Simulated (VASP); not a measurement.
Input of a VASP 6.6.1 run:

The input INCAR:

```
  ALGO = Normal
  EDIFF = 1E-6
  ENCUT = 520
  GGA = PE
  ISIF = 2
  ISMEAR = -1
  IVDW = 12
  LASPH = True
  LCHARG = True
  LELF = True
  LREAL = False
  LVHAR = True
  LWAVE = False
  NBANDS = 10
  NELM = 100
  PREC = Accurate
  SIGMA = 0.15
```

File KPOINTS:

```
k-points
0
Gamma
  18 18 10
```

POSCAR

```
Li
1.0
    2.9546981807      0.0000000000      0.0000000000
   -1.4773490903      2.5588436850      0.0000000000
    0.0000000000      0.0000000000      4.8466571848
Li
2
Direct
    0.3333333333      0.6666666667      0.2500000000
    0.6666666667      0.3333333333      0.7500000000
```

Potentials or basis: VASP PAW PBE potentials, release 64 (Li_sv).

Launch:

```sh
$ cat potpaw_PBE.64/Li_sv/POTCAR > POTCAR
$ mpirun -np 1 vasp_std > vasp.out
```

(1) Predict the band gap on the k mesh.

(2) What does it give for the dispersion energy per atom?

Answers

(1) zero (band 3 reaches 3.23 eV, above the bottom of band 4 at -1.62 eV).

(2) -0.187 eV.
